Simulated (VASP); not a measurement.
The system is CoO.

```xyz
2
Lattice="0.0000 2.1745 2.1745 2.1745 0.0000 2.1745 2.1745 2.1745 0.0000" Properties=species:S:1:pos:R:3 pbc="T T T"
Co    0.0000    0.0000    0.0000
O     1.0872    1.0872    1.0872
```

Program: VASP 6.6.1. Alike in all runs: task single point; potentials or basis VASP PAW PBE potentials, release 64 (Co, O); cell as given; k mesh 16 × 16 × 16; cutoff (eV) 520.

Q: Order these runs on this cell by their pressure, lowest first.
A. level r2SCAN; spin off; smearing gaussian 0.1 eV
B. level PBEsol; spin off; smearing gaussian 0.1 eV
C. level PBEsol; spin collinear, ferromagnetic start; smearing gaussian 0.1 eV
D. level PBEsol+U; spin collinear, ferromagnetic start; U Co d U = 3.0 eV; smearing gaussian 0.05 eV
E. level PBEsol+U; spin collinear, ferromagnetic start; U Co d U = 5.0 eV; smearing gaussian 0.05 eV

A: B (-7.0 GPa), A (-3.5 GPa), C (-0.2 GPa), D (21.9 GPa), E (26.3 GPa).

Caveats: the PAW data sets were made with another functional, which shifts forces and pressure a little; a cell with one magnetic atom can't hold antiferromagnetic order, which such compounds often take (some runs); an odd number of electrons without spin polarisation forces a metal (some runs); a magnetic or distorted state may lie lower (some runs).
